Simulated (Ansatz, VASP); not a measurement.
## TiO2: VASP beside Ansatz

```
CELL_PARAMETERS angstrom
2.66540 -2.66547 -0.01991
2.66540 2.66547 -0.01991
-2.62955 0.00000 4.79673
ATOMIC_POSITIONS crystal
Ti 0.12502 0.87498 0.25000
Ti 0.87498 0.12502 0.75000
O 0.33249 0.08249 0.66499
O 0.66751 0.91751 0.33501
O 0.91751 0.66751 0.83501
O 0.08249 0.33249 0.16499
```

Alike in both runs: functional PBEsol; k mesh 8 × 8 × 6; occupations gaussian, width 0.02 eV; no spin polarisation.

Ansatz relaxed the structure, and its values are those at the end. VASP's run is a single point on that final structure, the one shown.

|  | VASP | Ansatz |
| --- | --- | --- |
| version | VASP 6.6.1 | Ansatz 0.2.0 |
| potentials or method | VASP PAW PBE potentials, release 64 (Ti_sv, O), cutoff 520 eV | scalar-relativistic, plane waves, PAW |
| valence electrons in the cell | 48 | 48 |

```tsv
	VASP	Ansatz	Ansatz less VASP
gap on the k mesh at the Fermi level (eV)	2.13	2.15	+0.024
least direct gap on the mesh (eV)	2.43	2.45	+0.021
pressure (GPa)	0.7	0.0	-0.72
rms of the force components (eV/Å)	0.010	0.000	-0.0094
```

VASP's potentials were made for PBE, not for PBEsol. With one functional, cell and mesh, what is left measures potentials, basis and numerics.
